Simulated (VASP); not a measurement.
A run of VASP 6.6.1:

File INCAR:

```
SYSTEM = Cu5Mo
PREC     = Accurate       ! precision mode
ENCUT    = 520            ! plane-wave cutoff, eV
EDIFF    = 1E-6           ! SCF threshold, eV
ISMEAR   = 0              ! smearing method
SIGMA    = 0.2            ! smearing width, eV
LREAL    = .FALSE.        ! projectors in reciprocal space
LASPH    = .TRUE.         ! aspherical terms in the spheres
NELM     = 100            ! most SCF steps
ALGO     = Normal         ! electronic algorithm
ISIF     = 2              ! what is computed and relaxed
LWAVE    = .FALSE.        ! write WAVECAR
LCHARG   = .TRUE.         ! write CHGCAR
GGA      = PE             ! functional
LELF     = .TRUE.         ! ELF
LVHAR    = .TRUE.       
NBANDS   = 44             ! bands
```

KPOINTS

```
Automatic mesh
0
G
  6 6 2
  0 0 0
```

Contents of POSCAR:

```
Cu5Mo
1.0
    2.6000932434      0.0000000000      0.0000000000
    0.0000000000      2.6000932434      0.0000000000
    0.0000000000      0.0000000000     11.1678995469
Cu Mo
5 1
Direct
    0.5000000000      0.5000000000      0.3411417443
    0.5000000000      0.5000000000      0.6588582557
    0.0000000000      0.0000000000      0.1808796864
    0.0000000000      0.0000000000      0.8191203136
    0.0000000000      0.0000000000      0.5000000000
    0.5000000000      0.5000000000      0.0000000000
```

Potentials or basis: VASP PAW PBE potentials, release 64 (Cu, Mo_sv).

The run is started by

```bash
$ cat potpaw_PBE.64/Cu/POTCAR potpaw_PBE.64/Mo_sv/POTCAR > POTCAR
$ mpirun -np 1 vasp_std > vasp.out
```

Hardware: 1 thread of Intel(R) Xeon(R) Platinum 8375C CPU @ 2.90GHz (Ice Lake) (shared host).

Estimate the wall time of this run.

Wall time 76 s on 1 thread of Intel(R) Xeon(R) Platinum 8375C CPU @ 2.90GHz (Ice Lake), with other jobs on the host, peak memory 0.2 GiB. Counts: scf iterations 19, k points 20.
